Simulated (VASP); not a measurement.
# SnO2 (Cm) in VASP: notebook, part 2 of 2

VASP 6.6.1. Earlier steps stand in the parts before.

## (3) Single point, LDA (atom 1 (Sn) moved by (-0.150, -0.300) A along y and z)

Input file INCAR:

```
SYSTEM = SnO2
PREC = Accurate
ENCUT = 520
EDIFF = 1E-6
ISMEAR = 0
SIGMA = 0.05
LREAL = .False.
LASPH = .True.
NELM = 60
ALGO = Normal
ISIF = 2
LWAVE = .False.
LCHARG = .False.
NBANDS = 20
```

Input file KPOINTS:

```
Automatic mesh
0
Gamma
  12 12 12
  0 0 0
```

Input file POSCAR:

```
SnO2
1.0
    1.6170930752      0.9336291223      4.8005925840
   -1.6170930752      0.9336291223      4.8005925840
    0.0000000000     -1.8672582446      4.8005925840
Sn O
1 2
Direct
    0.4523920102      0.4523920102      0.5327236946
    0.2371700000      0.2371700000      0.2371700000
    0.7628300000      0.7628300000      0.7628300000
```

Potentials or basis: VASP PAW LDA potentials, release 64 (Sn_d, O).

Run with:

```
> cat potpaw_LDA.64/Sn_d/POTCAR potpaw_LDA.64/O/POTCAR > POTCAR
> mpirun -np 1 vasp_std > vasp.out
```

OUTCAR:

```text
SYSTEM = SnO2
   PREC = Accurate
   ENCUT = 520
   EDIFF = 1E-6
   ISMEAR = 0
   LREAL = .False.
   LASPH = .True.
   NELM = 60
   ISIF = 2

 ion  position               nearest neighbor table
   1  0.452  0.452  0.533-   3 1.93   3 1.93   3 2.14   2 2.16   2 2.35   2 2.35
   2  0.237  0.237  0.237-   1 2.16   1 2.35   1 2.35
   3  0.763  0.763  0.763-   1 1.93   1 1.93   1 2.14

  LATTYP: Found a trigonal (rhomboedric) cell.
 ALAT       =     5.1509554948
 COS(alpha) =     0.8028828391

  Lattice vectors:

[... 743 lines left out ...]

  FORCE on cell =-STRESS in cart. coord.  units (eV):
  Direction    XX          YY          ZZ          XY          YZ          ZX
  --------------------------------------------------------------------------------------
  -------------------------------------------------------------------------------------
  Total        2.5823604     -1.1215917     -3.5266129      0.0000000      0.8693406      0.0000000
  in kB       95.1419243    -41.3228108   -129.9310270      0.0000000     32.0291236      0.0000000
  external PRESSURE =     -25.3706378 kB  Pullay stress =       0.0000000 kB

 VOLUME and BASIS-vectors are now :
 -----------------------------------------------------------------------------
  energy-cutoff  :      520.00
  volume of cell :       43.49
      direct lattice vectors                 reciprocal lattice vectors
     1.617093075  0.933629122  4.800592584     0.309196797  0.178514854  0.069435872
    -1.617093075  0.933629122  4.800592584    -0.309196797  0.178514854  0.069435872
     0.000000000 -1.867258245  4.800592584     0.000000000 -0.357029708  0.069435872

 POSITION                                       TOTAL-FORCE (eV/Angst)
 -----------------------------------------------------------------------------------
      0.00000     -0.15000      6.90089         0.000000      2.029170      5.309287
      0.00000      0.00000      3.41567         0.000000     -0.305826     -2.857568
      0.00000      0.00000     10.98611         0.000000     -1.723344     -2.451719
 -----------------------------------------------------------------------------------
    total drift:                               -0.000000      0.000438     -0.000564

  FREE ENERGIE OF THE ION-ELECTRON SYSTEM (eV)
  ---------------------------------------------------
  free  energy   TOTEN  =       -19.4714755372 eV

  energy  without entropy=      -19.4714755372  energy(sigma->0) =      -19.47147554
```

OSZICAR:

```text
N       E                     dE             d eps       ncg     rms          rms(c)
DAV:   1     0.258018283724E+03    0.25802E+03   -0.13884E+04 20112   0.192E+03
DAV:   2     0.733175636065E+01   -0.25069E+03   -0.23752E+03 20564   0.500E+02
DAV:   3    -0.217955067285E+02   -0.29127E+02   -0.28844E+02 22336   0.144E+02
DAV:   4    -0.226491993529E+02   -0.85369E+00   -0.85290E+00 20944   0.267E+01
DAV:   5    -0.226666620141E+02   -0.17463E-01   -0.17462E-01 22820   0.406E+00    0.109E+01
DAV:   6    -0.196528347125E+02    0.30138E+01   -0.14223E+01 25800   0.644E+01    0.500E+00
DAV:   7    -0.195468101444E+02    0.10602E+00   -0.13541E+00 20532   0.857E+00    0.224E+00
DAV:   8    -0.194907486934E+02    0.56061E-01   -0.20394E-01 24316   0.381E+00    0.121E+00
DAV:   9    -0.194720485757E+02    0.18700E-01   -0.44020E-02 20804   0.210E+00    0.223E-01
DAV:  10    -0.194714359656E+02    0.61261E-03   -0.47441E-03 26808   0.786E-01    0.994E-02
DAV:  11    -0.194714736366E+02   -0.37671E-04   -0.65846E-04 20192   0.231E-01    0.243E-02
DAV:  12    -0.194714758422E+02   -0.22055E-05   -0.31894E-05 24380   0.660E-02    0.178E-02
DAV:  13    -0.194714755372E+02    0.30492E-06   -0.69131E-06 20804   0.233E-02
   1 F= -.19471476E+02 E0= -.19471476E+02  d E =-.432274E-17
```

stdout:

```text
POSCAR found type information on POSCAR SnO
 POSCAR found :  2 types and       3 ions
 scaLAPACK will be used
 LDA part: xc-table for (Slater(with rela. corr.)+CA(PZ))
 , standard interpolation
 POSCAR, INCAR and KPOINTS ok, starting setup
 FFT: planning ... GRIDC
 FFT: planning ... GRID_SOFT
 FFT: planning ... GRID
 WAVECAR not read
 entering main loop
```

It took 12 min on 1 thread of Intel Xeon 6975P-C, shared host; peak memory 0.49 GiB.

Results:

```
Free energy            : -19.4715 eV
Pressure               : -2.5 GPa
Largest force          : 5.684 eV/Å
Band gap on the k mesh : 0.98 eV, direct
```

Forces in eV/Å, atoms in the order of the input:
```
Sn   0.000  2.029  5.309
O    0.000 -0.306 -2.858
O    0.000 -1.723 -2.452
```

Caveat: the cell differs from its parent crystal (atom 1 (Sn) moved by (-0.150, -0.300) A along y and z); spin-orbit coupling is left out, which moves the levels of the heavy elements; forces of over 1 eV/Å act on the atoms, so gaps and moduli don't describe the material at rest. A k mesh can miss the band edges.
